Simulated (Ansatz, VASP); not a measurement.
## BP in VASP and in Ansatz

```
CELL_PARAMETERS angstrom
2.95405 0.00000 0.00000
0.00000 2.95405 0.00000
0.00000 0.00000 2.95405
ATOMIC_POSITIONS crystal
B 0.50000 0.50000 0.50000
P 0.00000 0.00000 0.00000
```

Change from the starting cell: species swapped into the HfTc type (Pm-3m, No. 221).

Alike in both runs: task relaxation of cell and atoms; functional PBE; k mesh 6 × 6 × 6; occupations gaussian, width 0.1 eV; no spin polarisation.

|  | VASP | Ansatz |
| --- | --- | --- |
| version | VASP 6.6.1 | Ansatz 0.2.0 |
| potentials or method | VASP PAW PBE potentials, release 64 (B, P), cutoff 600 eV | scalar-relativistic, plane waves, PAW |
| valence electrons in the cell | 8 | 8 |

|  | VASP | Ansatz | Ansatz less VASP |
| --- | --- | --- | --- |
| gap on the k mesh at the Fermi level, each at its own relaxed structure (eV) | none | none | - |
| relaxed volume (Å³/atom) | 10.19 | 10.21 | +0.023 |
| relaxed cell length with the largest relative difference (Å) | 2.731 | 2.733 | +0.0021 |

A gap of «none» marks a metal or a gap that the smearing closes.

Noted on VASP's run: the volume moved by over 15 % at a fixed basis, so the end points are rough; too few bands were computed for a metal, which touches its energy and stress.
